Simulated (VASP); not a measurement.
# Si3N4 in VASP: a series of runs

The runs below take Si3N4 through single point, with PBE.

Everything below comes from runs of VASP 6.6.1. Logs are shortened: lines on timing, memory, paths and dates and some standing lists are left out, and cuts for length are marked.

## Step 1: The cell of the first run

The cell holds an amorphous packing of atoms, 21 atoms: a = 6.744 Å, b = 6.746 Å, c = 5.396 Å, α = 83.52°, β = 86.07°, γ = 87.59°.

## Step 2: Single point, PBE

INCAR

```
SYSTEM = Si3N4
ALGO = Normal ; EDIFF = 1E-7
ENCUT = 520 ; GGA = PE
ISIF = 2 ; ISMEAR = 0
ISYM = 0 ; LASPH = .True.
LCHARG = .False. ; LREAL = Auto
LWAVE = .False. ; NBANDS = 64
NELM = 100 ; PREC = Accurate
SIGMA = 0.1
```

KPOINTS

```
Automatic mesh
0
Gamma
  2 2 2
  0.5 0.5 0.5
```

POSCAR

```
Si3N4
1.0
    6.7396658695      0.1429472325      0.1810906735
    0.1318493423      6.7374058332      0.3175408619
    0.2176057982      0.3521185816      5.3804229710
Si N
9 12
Direct
    0.1720657075      0.6855919428      0.6275740701
    0.5255718622      0.9581312363      0.4517796159
    0.1891007543      0.3137618125      0.3811714272
    0.8975243938      0.6294708357      0.2121870855
    0.7658648082      0.2700969657      0.6563041561
    0.6115798495      0.6029684246      0.7718239175
    0.0544047049      0.2768111015      0.8734564527
    0.4602185469      0.1416267029      0.0090390844
    0.2102947320      0.8517978781      0.0613445955
    0.1897065078      0.4291713800      0.6383189158
    1.0234129454      0.3817721474      0.1652302031
    0.7212153765      0.0508023437      0.5588106602
    0.2340336212      0.0868681600      0.9037364095
    0.3736041321      0.1541101397      0.3245286458
    0.0834941025      0.7743481745      0.3421826676
    0.7711549462      0.5291966458      0.5198870771
    0.5291681318      0.8719136434      0.1276955724
    0.6707228964      0.7192971196      0.0419889743
    0.5806704240      0.3457832163      0.8812598499
    0.4194812158      0.7604220190      0.6462151382
    0.0561899747      0.7284204152      0.9049649497
```

Potentials or basis: VASP PAW PBE potentials, release 64 (Si, N).

Started as:

```console
$ cat potpaw_PBE.64/Si/POTCAR potpaw_PBE.64/N/POTCAR > POTCAR
$ mpirun -np 1 vasp_std > vasp.out
```

OUTCAR:

```text
SYSTEM = Si3N4
   EDIFF = 1E-7
   ENCUT = 520
   GGA = PE
   ISIF = 2
   ISMEAR = 0
   ISYM = 0
   LASPH = .True.
   LREAL = Auto
   NELM = 100
   PREC = Accurate

 ion  position               nearest neighbor table
   1  0.172  0.686  0.628-  21 1.69  10 1.72  15 1.72  20 1.78   9 2.74   3 2.96   7 3.03   4 3.07
                             2 3.10   6 3.13   9 3.13
   2  0.526  0.958  0.452-  12 1.65  14 1.75  20 1.75  17 1.90   8 2.62   6 2.85   5 3.05   1 3.10

   3  0.189  0.314  0.381-  14 1.65  10 1.67  11 1.68   7 2.74   8 2.93   4 2.95   1 2.96   7 2.98
                             5 3.14
   4  0.898  0.629  0.212-  15 1.84  11 1.88  18 1.88  16 1.88  21 1.98   9 2.67   3 2.95   1 3.07

   5  0.766  0.270  0.656-  12 1.67  19 1.78  16 1.82   7 2.34   6 2.56   8 2.80   2 3.05   3 3.14

   6  0.612  0.603  0.772-  20 1.76  16 1.78  19 1.78  18 1.81   5 2.56   2 2.85   1 3.13
   7  0.054  0.277  0.873-  13 1.73  10 1.77  11 1.79   5 2.34   3 2.74   8 2.96   3 2.98   1 3.03
                             9 3.10
   8  0.460  0.142  0.009-  19 1.68  13 1.73  14 1.77  17 1.91   9 2.61   2 2.62   5 2.80   3 2.93
                             7 2.96
   9  0.210  0.852  0.061-  21 1.68  13 1.72  15 1.73  17 2.22   8 2.61   4 2.67   1 2.74   7 3.10
                             1 3.13
  10  0.190  0.429  0.638-   3 1.67   1 1.72   7 1.77
  11  0.023  0.382  0.165-   3 1.68   7 1.79   4 1.88
  12  0.721  0.051  0.559-   2 1.65   5 1.67
  13  0.234  0.087  0.904-   9 1.72   7 1.73   8 1.73
  14  0.374  0.154  0.325-   3 1.65   2 1.75   8 1.77
  15  0.083  0.774  0.342-   1 1.72   9 1.73   4 1.84
  16  0.771  0.529  0.520-   6 1.78   5 1.82   4 1.88
  17  0.529  0.872  0.128-  18 1.47   2 1.90   8 1.91   9 2.22
  18  0.671  0.719  0.042-  17 1.47   6 1.81   4 1.88
  19  0.581  0.346  0.881-   8 1.68   5 1.78   6 1.78
  20  0.419  0.760  0.646-   2 1.75   6 1.76   1 1.78
  21  0.056  0.728  0.905-   9 1.68   1 1.69   4 1.98

IMPORTANT INFORMATION: All symmetrisations will be switched off!
NOSYMM: (Re-)initialisation of all symmetry stuff for point group C_1.

----------------------------------------------------------------------------------------

                                     Primitive cell

  volume of cell :     243.2113

  direct lattice vectors                    reciprocal lattice vectors
     6.739665869  0.142947232  0.181090673     0.148587989 -0.002632717 -0.005837195
     0.131849342  6.737405833  0.317540862    -0.002900158  0.148935694 -0.009629714
     0.217605798  0.352118582  5.380422971    -0.004829914 -0.008701251  0.186623783

  length of vectors
     6.743613555  6.746173272  5.396322000     0.148725904  0.149274858  0.186888941

  position of ions in fractional coordinates (direct lattice)
     0.172065708  0.685591943  0.627574070
     0.525571862  0.958131236  0.451779616
     0.189100754  0.313761812  0.381171427
     0.897524394  0.629470836  0.212187085
     0.765864808  0.270096966  0.656304156
     0.611579850  0.602968425  0.771823918
[... 13 lines left out ...]
     0.419481216  0.760422019  0.646215138
     0.056189975  0.728420415  0.904964950

  ion indices of the primitive-cell ions
   primitive index   ion index
                 1           1
                 2           2
                 3           3
                 4           4
                 5           5
                 6           6
[... 13 lines left out ...]
                20          20
                21          21

----------------------------------------------------------------------------------------

 KPOINTS: Automatic mesh

Automatic generation of k-mesh.
 Grid dimensions read from file:
 generate k-points for:    2    2    2

 Generating k-lattice:

  Cartesian coordinates                     Fractional coordinates (reciprocal lattice)
     0.074293995 -0.001316358 -0.002918598     0.500000000  0.000000000  0.000000000
    -0.001450079  0.074467847 -0.004814857     0.000000000  0.500000000  0.000000000
    -0.002414957 -0.004350625  0.093311892     0.000000000  0.000000000  0.500000000

  Length of vectors
     0.074362952  0.074637429  0.093444470

  Shift w.r.t. Gamma in fractional coordinates (k-lattice)
     0.500000000  0.500000000  0.500000000

 Subroutine IBZKPT returns following result:
 ===========================================

 Found      4 irreducible k-points:

 Following reciprocal coordinates:
            Coordinates               Weight
  0.250000  0.250000  0.250000      2.000000
 -0.250000  0.250000  0.250000      2.000000
  0.250000 -0.250000  0.250000      2.000000
 -0.250000 -0.250000  0.250000      2.000000
   k-points           NKPTS =      4   k-points in BZ     NKDIM =      4   number of bands    NBANDS=     64
   number of dos      NEDOS =    301   number of ions     NIONS =     21
   total plane-waves  NPLWV = 100000
   dimension x,y,z NGX =    50 NGY =   50 NGZ =   40
   dimension x,y,z NGXF=   100 NGYF=  100 NGZF=   80
   ions per type =               9  12
   NGX,Y,Z   is equivalent  to a cutoff of  12.33, 12.32, 12.32 a.u.
   NGXF,Y,Z  is equivalent  to a cutoff of  24.65, 24.64, 24.65 a.u.
 SYSTEM =  Si3N4
   PREC   = accura    normal or accurate (medium, high low for compatibility)
   ISTART =      0    job   : 0-new  1-cont  2-samecut
   ICHARG =      2    charge: 1-file 2-atom 10-const
   ISPIN  =      1    spin polarized calculation?
   LNONCOLLINEAR =      F non collinear calculations
   LSORBIT =      F    spin-orbit coupling
   LASPH  =      T    aspherical Exc in radial PAW
   ENCUT  =  520.0 eV  38.22 Ry    6.18 a.u.  12.54 12.54 10.03*2*pi/ulx,y,z
   NELM   =    100;   NELMIN=  2; NELMDL= -5     # of ELM steps
   EDIFF  = 0.1E-06   stopping-criterion for ELM
   LREAL  =      T    real-space projection
   EDIFFG = 0.1E-05   stopping-criterion for IOM
   NSW    =      0    number of steps for IOM
   IBRION =     -1    ionic relax: 0-MD 1-quasi-New 2-CG
   NFREE  =      0    steps in history (QN), initial steepest desc. (CG)
   ISIF   =      2    stress and relaxation
   ISYM   =      0    0-nonsym 1-usesym 2-fastsym
   POTIM  = 0.5000    time-step for ionic-motion
   TEBEG  =    0.0;   TEEND  =   0.0 temperature during run
   PSTRESS=    0.0 pullay stress
   NELECT =      96.0000    total number of electrons
   NUPDOWN=      -1.0000    fix difference up-down
   EMIN   =  10.00;   EMAX   =-10.00  energy-range for DOS
   EFERMI =   0.00;   METHOD = LEGACY
   ISMEAR =     0;   SIGMA  =   0.10  broadening in eV -4-tet -1-fermi 0-gaus
   EFERMI_NEDOS =   21; number of points for ismear=-14 and -15
   IALGO  =     38    algorithm
   IMIX   =      4    mixing-type and parameters
     AMIX     =   0.40;   BMIX     =  1.00
     AMIX_MAG =   1.60;   BMIX_MAG =  1.00
  volume/ion in A,a.u.               =      11.58        78.16
  Fermi-wavevector in a.u.,A,eV,Ry     =   1.200892  2.269357 19.621530  1.442142
  Thomas-Fermi vector in A             =   2.336716
   LORBIT       =      0    0 simple, 1 ext, 2 COOP (PROOUT), +10 PAW based schemes
   GGA     = PE    functional components
   LHFCALC =     F    Hartree Fock is set to
   AEXX    =    0.0000 exact exchange contribution
   IVDW    =     0    specifies the selected vdW correction
   LEPSILON=     F    determine dielectric tensor
   LRPA    =     F    only Hartree local field effects (RPA)
 non-spin polarized calculation
 Gauss-broadening in eV      SIGMA  =   0.10
  energy-cutoff  :      520.00
  volume of cell :      243.21
 maximum number of plane-waves:      6563
 NGX is ok and might be reduce to    50
   NGX = 25   NGY = 25   NGZ = 21

 number of electron      96.0000000 magnetization

 Free energy of the ion-electron system (eV)
  ---------------------------------------------------
  ext. energy  EPLUGINS =         0.00000000
  ---------------------------------------------------
  free energy    TOTEN  =      -159.41299085 eV

  energy without entropy =     -159.41299085  energy(sigma->0) =     -159.41299085

 E-fermi :   6.3614     XC(G=0): -10.2753

 val. band max:        5.8486532586   @ k =  -0.2500   0.2500   0.2500
 cond. band min:       7.9669009428   @ k =  -0.2500   0.2500   0.2500
 fundamental gap:      2.1182476842
 Fermi energy:         6.3614067013

 k-point     1 :       0.2500    0.2500    0.2500
  band No.  band energies     occupation
      1     -12.8667      2.00000
      2     -11.7583      2.00000
      3     -11.2011      2.00000
      4     -10.6837      2.00000
      5     -10.3425      2.00000
      6     -10.2049      2.00000
[... 52 lines left out ...]
     59      11.9542      0.00000
     60      12.0283      0.00000

 k-point     2 :      -0.2500    0.2500    0.2500
  band No.  band energies     occupation
      1     -12.8389      2.00000
      2     -11.8949      2.00000
      3     -11.0160      2.00000
      4     -10.7874      2.00000
      5     -10.3370      2.00000
      6     -10.1504      2.00000
[... 52 lines left out ...]
     59      11.9545      0.00000
     60      12.0473      0.00000

 k-point     3 :       0.2500   -0.2500    0.2500
  band No.  band energies     occupation
      1     -12.8360      2.00000
      2     -11.8554      2.00000
      3     -11.1147      2.00000
      4     -10.7353      2.00000
      5     -10.5527      2.00000
      6      -9.9798      2.00000
[... 52 lines left out ...]
     59      11.8197      0.00000
     60      12.0947      0.00000

 k-point     4 :      -0.2500   -0.2500    0.2500
  band No.  band energies     occupation
      1     -12.8524      2.00000
      2     -11.6788      2.00000
      3     -11.3290      2.00000
      4     -10.8348      2.00000
      5     -10.4836      2.00000
      6      -9.9207      2.00000
[... 52 lines left out ...]
     59      11.7902      0.00000
     60      12.2500      0.00000
 [bands above 60 left out]

------------------------ aborting loop because EDIFF is reached ----------------------------------------

  FORCE on cell =-STRESS in cart. coord.  units (eV):
  Direction    XX          YY          ZZ          XY          YZ          ZX
  --------------------------------------------------------------------------------------
  -------------------------------------------------------------------------------------
  Total       -0.1842549     -0.1602559     -0.2168799      0.0171308      0.1032202     -0.0064243
  in kB       -1.2137963     -1.0557006     -1.4287170      0.1128506      0.6799729     -0.0423208
  external PRESSURE =      -1.2327380 kB  Pullay stress =       0.0000000 kB

 VOLUME and BASIS-vectors are now :
 -----------------------------------------------------------------------------
  energy-cutoff  :      520.00
  volume of cell :      243.21
      direct lattice vectors                 reciprocal lattice vectors
     6.739665869  0.142947232  0.181090673     0.148587989 -0.002632717 -0.005837195
     0.131849342  6.737405833  0.317540862    -0.002900158  0.148935694 -0.009629714
     0.217605798  0.352118582  5.380422971    -0.004829914 -0.008701251  0.186623783

 POSITION                                       TOTAL-FORCE (eV/Angst)
 -----------------------------------------------------------------------------------
      1.38662      4.86469      3.62548        -0.000252     -0.007123     -0.010781
      3.76682      6.68953      2.83019        -0.033806     -0.000234     -0.013088
      1.39879      2.27519      2.18474         0.023664     -0.002806     -0.012620
      6.17818      4.44401      1.50407        -0.018507      0.001961      0.003646
      5.34010      2.16033      3.75565         0.011048      0.004996     -0.003516
      4.36930      4.42164      4.45496        -0.009223      0.002572      0.021871
[... 13 lines left out ...]
      3.06804      5.41078      3.79434         0.001907      0.003865     -0.006556
      0.67167      5.23435      5.11057         0.006531     -0.016055     -0.007633
 -----------------------------------------------------------------------------------
    total drift:                                0.002382     -0.001078      0.004103

  FREE ENERGIE OF THE ION-ELECTRON SYSTEM (eV)
  ---------------------------------------------------
  free  energy   TOTEN  =      -159.4129908540 eV

  energy  without entropy=     -159.4129908540  energy(sigma->0) =     -159.41299085
```

It took 97 s on 1 thread of Intel Xeon Platinum 8259CL at 2.50GHz (Skylake/Cascade Lake), shared host; peak memory 0.3 GiB.

Results:

```
Free energy            : -159.4130 eV
Pressure               : -0.1 GPa
Largest force          : 0.079 eV/Å
Band gap on the k mesh : 2.12 eV, direct
```

Forces in eV/Å, atoms in the order of the input:
```
Si   0.000 -0.007 -0.011
Si  -0.034  0.000 -0.013
Si   0.024 -0.003 -0.013
Si  -0.019  0.002  0.004
Si   0.011  0.005 -0.004
Si  -0.009  0.003  0.022
Si   0.016 -0.003  0.027
Si  -0.016  0.016 -0.003
Si   0.011  0.029  0.004
N   -0.021  0.004  0.019
N   -0.009  0.009 -0.018
N    0.013  0.021  0.010
N   -0.020 -0.001 -0.001
N    0.007 -0.023  0.013
N    0.003  0.002  0.006
N    0.004 -0.012  0.003
N   -0.023  0.026  0.034
N    0.040 -0.056 -0.039
N    0.016  0.000 -0.025
N    0.002  0.004 -0.007
N    0.007 -0.016 -0.008
```

Stress tensor (GPa, compression positive):
```
-0.12  0.01  0.00
 0.01 -0.11  0.07
 0.00  0.07 -0.14
```

Levels at points of the mesh, in eV from the valence-band top:
| k point | band 45 | band 46 | band 47 | band 48 | band 49 | band 50 | band 51 | band 52 |
| --- | --- | --- | --- | --- | --- | --- | --- | --- |
| (0.25, 0.25, 0.25) | -0.96 | -0.91 | -0.32 | -0.13 | 2.26 | 3.09 | 3.47 | 3.99 |

Caveat: the k points lie up to 0.59 Å⁻¹ apart.

## Step 3: Single point, PBE

This run uses another cell than the first one, of 11.43 Å³/atom, 0.987 times its volume.

INCAR

```
SYSTEM = Si3N4
ALGO = Normal ; EDIFF = 1E-7
ENCUT = 520 ; GGA = PE
ISIF = 2 ; ISMEAR = -1
ISYM = 0 ; LASPH = .True.
LCHARG = .False. ; LREAL = Auto
LWAVE = .False. ; NBANDS = 64
NELM = 80 ; PREC = Accurate
SIGMA = 0.3447
```

KPOINTS

```
Automatic mesh
0
Gamma
  1 1 1
  0.25 0.25 0.25
```

POSCAR

```
Si3N4
1.0
    6.4521200000      0.2464290000      0.2758340000
    0.2464290000      6.2576870000      0.2386670000
    0.2758340000      0.2386670000      5.9735200000
Si N
9 12
Direct
    0.9777838951      0.6331256227      0.7040048019
    0.2190453698      1.0012956306      0.7938894681
    0.1027754309      0.4784418376      0.3894249561
    0.4447003787      0.7363725092      0.3977183801
    0.6808741999      0.0949120147      0.6261660428
    0.4911515644      0.6283319564      0.8177054059
    0.9012512862      0.3394868376      0.0290034934
    0.5661977319      0.2035115724      0.0513465960
    0.0179856356      0.0293504891      0.3187522528
    0.1444616817      0.2888359767      0.8724679821
    0.3238018945      0.5273727272      0.2711282396
    0.5732035047      0.0238603535      0.3234565726
    0.1091204216      0.9360799429      0.0938850939
    0.1969399881      0.1592974215      0.5007180385
    0.8983778555      0.9188242698      0.5417001719
    0.6849800678      0.5492677367      0.6117371542
    0.4888608968      0.9419313559      0.8724871788
    0.4667200310      0.4604236557      1.0879029139
    0.7573843695      0.2386699518      0.8767264525
    0.2581671872      0.6940523877      0.6291381482
    0.9085975798      0.6246860436      0.0209097737
```

Potentials or basis: VASP PAW PBE potentials, release 64 (Si, N).

Started as:

```console
$ cat potpaw_PBE.64/Si/POTCAR potpaw_PBE.64/N/POTCAR > POTCAR
$ mpirun -np 1 vasp_std > vasp.out
```

It took 26 s on 1 thread of AMD EPYC 9R45 (Zen 5), shared host; peak memory 0.27 GiB.

It converged, with:

```
Free energy            : -141.6321 eV
Pressure               : -3.1 GPa
Largest force          : 9.491 eV/Å
Band gap on the k mesh : 0.49 eV
```

Forces on the atoms (eV/Å):
```
Si  -1.787  1.269  0.604
Si  -0.540  3.104  1.368
Si  -3.743 -4.591  0.897
Si   1.869  0.410 -0.182
Si  -0.273 -1.548 -0.186
Si  -0.015  0.739  0.186
Si   7.116  3.475  2.906
Si  -5.462 -5.408  5.567
Si   1.760  4.010  1.688
N    0.207 -1.048 -0.117
N    7.342  2.571 -3.243
N   -1.032 -0.059  0.234
N    1.626 -1.920 -5.099
N   -1.154 -0.604 -1.041
N   -2.153 -2.023  4.584
N   -2.417  1.669 -0.433
N    0.464  0.822 -2.431
N   -1.301  1.257 -0.500
N   -1.587 -3.784 -6.593
N    1.619  2.426  4.040
N   -0.538 -0.763 -2.250
```

Stress tensor (GPa, compression positive):
```
 12.08   4.26  -9.09
  4.26 -11.83   5.43
 -9.09   5.43  -9.70
```

Levels at points of the mesh, in eV from the valence-band top:
| k point | band 45 | band 46 | band 47 | band 48 | band 49 | band 50 | band 51 | band 52 |
| --- | --- | --- | --- | --- | --- | --- | --- | --- |
| (0.25, 0.25, 0.25) | -0.80 | -0.54 | -0.24 | 0.00 | 0.49 | 0.89 | 1.92 | 2.22 |

Caveat: the k points lie up to 1.06 Å⁻¹ apart.
